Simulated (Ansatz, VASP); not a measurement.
Two plane-wave programs on KTaO3

```
K Ta O
1.0
     3.89987    0.00000    0.00000
     0.00000    3.89987    0.00000
     0.00000    0.00000    3.89987
K Ta O
1 1 3
Direct
  0.00000 0.00000 0.00000
  0.50000 0.50000 0.50000
  0.50000 0.00000 0.50000
  0.50000 0.50000 0.00000
  0.00000 0.50000 0.50000
```

Alike in both runs: task single point; functional PBE; k mesh 8 × 8 × 8; occupations gaussian, width 0.02 eV; no spin polarisation.

|  | VASP | Ansatz |
| --- | --- | --- |
| version | VASP 6.6.1 | Ansatz 0.2.0 |
| potentials or method | VASP PAW PBE potentials, release 64 (K_sv, Ta_pv, O), cutoff 520 eV | scalar-relativistic, plane waves, PAW |
| valence electrons in the cell | 38 | 40 |

VASP gave:

| Item | Value |
| --- | --- |
| gap on the k mesh at the Fermi level (eV) | 2.32 |
| least direct gap on the mesh (eV) | 2.90 |
| pressure (GPa) | 22.9 |

Q: Which values does Ansatz return?

A: gap on the k mesh at the Fermi level (eV): 2.37; least direct gap on the mesh (eV): 2.93; pressure (GPa): 21.9.

The functional is the same, so the differences come from potentials, cutoffs and numerics. VASP's potentials hold 38 valence electrons a cell and Ansatz's 40, so a difference there can come from the potentials and not from the codes.

Neither program's run includes spin-orbit coupling.
